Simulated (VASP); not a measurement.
Set up this calculation in VASP 6.6.1, as the native input.

| Item | Value |
| --- | --- |
| Task | relaxation of cell and atoms |
| Functional | PBE |
| Potentials or basis | VASP PAW PBE potentials, release 64 (Na_pv, Ag, I) |
| Cutoff | 600 eV |
| k mesh | 3 × 3 × 4 |
| Occupations | gaussian, width 0.1 eV |
| Spin | no spin polarisation |
| Dipole correction | no |
| Further INCAR settings | ALGO = Normal; EDIFF = 1e-07; IBRION = 2; EDIFFG = -0.04; NSW = 90; ISIF = 3 |

The structure of NaAg2I3 lies in POSCAR:

```
NaAg2I3
1.0
    7.7548818437      0.0000000000      0.0000000000
   -3.8774409218      6.7159246800      0.0000000000
    0.0000000000      0.0000000000      4.4866528622
Na Ag I
1 2 3
Direct
    0.0000000000      0.0000000000      0.5000000000
    0.3333333333      0.6666666667      0.0000000000
    0.6666666667      0.3333333333      0.0000000000
    0.5000000000      0.0000000000      0.5000000000
    0.0000000000      0.5000000000      0.5000000000
    0.5000000000      0.5000000000      0.5000000000
```

The cell was generated, and may not be a known phase.

The input as run:

INCAR

```
SYSTEM = NaAg2I3
PREC = Accurate
ENCUT = 600
EDIFF = 1E-7
ISMEAR = 0
SIGMA = 0.1
LREAL = .FALSE.
LASPH = .TRUE.
NELM = 60
ALGO = Normal
ISIF = 3
LWAVE = .FALSE.
LCHARG = .FALSE.
GGA = PE
IBRION = 2
NSW = 90
EDIFFG = -0.04
```

KPOINTS

```
regular mesh
0
G
  3 3 4
  0 0 0
```

Potentials or basis: VASP PAW PBE potentials, release 64 (Na_pv, Ag, I).

The run is started by

```bash
$ cat potpaw_PBE.64/Na_pv/POTCAR potpaw_PBE.64/Ag/POTCAR potpaw_PBE.64/I/POTCAR > POTCAR
$ mpirun -np 1 vasp_std > vasp.out
```

Results of the run:

The relaxed volume is 37.63 Å³/atom and the relaxed cell is a = 7.859 Å, b = 7.859 Å, c = 4.221 Å, α = 90.00°, β = 90.00°, γ = 120.00°. The space group after relaxing (to 0.1 Å) is P6/mmm (No. 191). The energy gained by relaxing is 18.7 meV/atom and the ionic steps are 6. The pressure after relaxing is 0.0 GPa and the band gap on the k mesh is 0.12 eV.

Caveat: semilocal functionals underestimate gaps, and a narrow one can read as zero; spin-orbit coupling is left out, which moves the levels of the heavy elements.

Wall time 12 min on 1 thread of Oxide Virtual Turin-like Processor, with other jobs on the host, peak memory 0.43 GiB.
